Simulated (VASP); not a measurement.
Input of a VASP 6.6.1 run:

INCAR

```
SYSTEM = Si5Mo3
  ALGO = Normal
  EDIFF = 1E-6
  ENCUT = 400
  GGA = PE
  GGA_COMPAT = .FALSE.
  ISIF = 2
  ISMEAR = -1
  ISYM = -1
  LASPH = .TRUE.
  LCHARG = .TRUE.
  LELF = .TRUE.
  LREAL = Auto
  LVHAR = .TRUE.
  LWAVE = .FALSE.
  NBANDS = 111
  NELM = 120
  PREC = Accurate
  SIGMA = 0.2671
```

File KPOINTS:

```
explicit points
1
Reciprocal
  0.25000000   0.25000000   0.25000000 1
```

Contents of POSCAR:

```
Si5Mo3
1.0
    7.4574090000      0.0809830000      0.1775480000
    0.0809830000      6.8034930000      0.1053960000
    0.1775480000      0.1053960000      7.5398230000
Si Mo
15 9
Direct
   -0.0186466123      0.0723998900      0.7791653743
    0.5753972194     -0.0001629456      0.3492846647
    0.8019771598      0.5799426975      0.6143060545
    0.4421700685      0.3506923263      0.7301790798
    0.2984560152      0.6497141710      0.5669600542
    0.1546465093      0.3494932426      0.9551542035
    0.2625371497      0.0365080936      0.9865307511
    0.6761834522      0.8528850040      0.6667281596
    0.3969060907      0.7160093174     -0.0719953772
    0.3911063727      0.9984810676      0.6055929874
    0.7199287460      0.3355701904      0.8521155384
    0.6289070519      0.6639905612      0.2354177096
    0.1399749141      0.5951115759      0.2256060062
    0.6661382244      0.0255019637      0.9929854700
    0.4798620188      0.4065813714      0.3837130405
    0.7099675836      0.2079037530      0.5621842120
    0.8782515825      0.9638681537      0.1855318540
    0.7502991562      0.6665566068      0.9387577779
    0.0572620883      0.7122816178      0.9167970650
    0.4759142941      0.3508968281      0.0817006244
    0.8193049212      0.3969151397      0.2533384115
    0.1543892588      0.2126478493      0.3100586397
    0.0826041021      0.3881693083      0.5625763780
    0.0318111009      0.9227211185      0.4883123765
```

Potentials or basis: VASP PAW PBE potentials, release 64 (Si, Mo_sv).

Launch:

```sh
$ cat potpaw_PBE.64/Si/POTCAR potpaw_PBE.64/Mo_sv/POTCAR > POTCAR
$ mpirun -np 1 vasp_std > vasp.out
```

Problem. What does it give for the pressure?

Solution. 3.3 GPa.

Problem. What does it give for the largest force?

Solution. 3.894 eV/Å.

Forces on the atoms (eV/Å):
```
Si   0.083  0.381  1.031
Si   0.004  0.097 -2.101
Si   1.439 -2.257 -1.707
Si  -2.141 -0.222 -0.538
Si   0.598  1.038  0.511
Si  -1.114  1.078 -0.666
Si   0.251 -1.016  0.567
Si  -0.815  2.590  0.303
Si   0.902 -0.782 -0.042
Si  -1.636  0.401  0.460
Si   1.430 -0.618  1.078
Si  -1.644  2.573  0.888
Si  -0.362 -0.121  0.570
Si  -2.805  0.390 -1.614
Si  -0.520 -0.509  2.241
Mo   1.150  0.513 -0.742
Mo   3.118 -0.484  2.282
Mo  -1.906  0.175  0.659
Mo   1.438  0.758 -1.385
Mo  -1.137 -0.365 -2.006
Mo   2.303 -1.620 -0.196
Mo   1.299 -0.630 -2.115
Mo  -0.674  0.057  1.685
Mo   0.739 -1.426  0.838
```

Caveat: the atoms stand as in a frame of molecular dynamics; so wide a smearing shifts energies and pressures.
